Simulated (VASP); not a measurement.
Set up this calculation in VASP 6.6.1, as the native input.

```yaml
Task: single point
Functional: PBEsol
Potentials_or_basis: VASP PAW PBE potentials, release 64 (Ba_sv, Ti_sv, O)
Cutoff: 520 eV
k_mesh: 6 × 6 × 6
Occupations: gaussian, width 0.01 eV
Spin: no spin polarisation
Dipole_correction: no
Further_INCAR_settings: ALGO = Normal; EDIFF = 1e-06; NBANDS = 28
```

The structure of BaTiO3 lies in POSCAR:

```
BaTiO3
1.0
    4.0060000000      0.0000000000      0.0000000000
    0.0000000000      4.0060000000      0.0000000000
    0.0000000000      0.0000000000      4.0060000000
Ba Ti O
1 1 3
Direct
    0.5000000000      0.5000000000      0.5000000000
    0.0000000000      0.0000000000      0.0000000000
    0.5000000000      0.0000000000      0.0000000000
    0.0000000000      0.5000000000      0.0000000000
    0.0000000000      0.0000000000      0.5000000000
```

One way to write it, as run:

INCAR

```
SYSTEM = BaTiO3
ALGO     = Normal         ! electronic algorithm
EDIFF    = 1E-6           ! SCF threshold, eV
ENCUT    = 520            ! plane-wave cutoff, eV
GGA      = PS             ! functional
ISIF     = 2              ! what is computed and relaxed
ISMEAR   = 0              ! smearing method
LASPH    = .TRUE.         ! aspherical terms in the spheres
LCHARG   = .FALSE.        ! write CHGCAR
LREAL    = .FALSE.        ! projectors in reciprocal space
LWAVE    = .FALSE.        ! write WAVECAR
NBANDS   = 28             ! bands
NELM     = 100            ! most SCF steps
PREC     = Accurate       ! precision mode
SIGMA    = 0.01           ! smearing width, eV
```

KPOINTS

```
k-points
0
G
  6 6 6
  0 0 0
```

Potentials or basis: VASP PAW PBE potentials, release 64 (Ba_sv, Ti_sv, O).

Command:

```sh
$ cat potpaw_PBE.64/Ba_sv/POTCAR potpaw_PBE.64/Ti_sv/POTCAR potpaw_PBE.64/O/POTCAR > POTCAR
$ mpirun -np 1 vasp_std > vasp.out
```

Results of the run:

* Pressure: -2.8 GPa
* Band gap on the k mesh: 1.69 eV, indirect (least direct gap 1.84 eV)

Caveat: the PAW data sets were made with another functional, which shifts forces and pressure a little; spin-orbit coupling is left out, which moves the levels of the heavy elements.

Run time: 20 s on 1 thread of AMD EPYC 9R45 96-Core Processor (Zen 5) (shared host), peak memory 0.16 GiB.
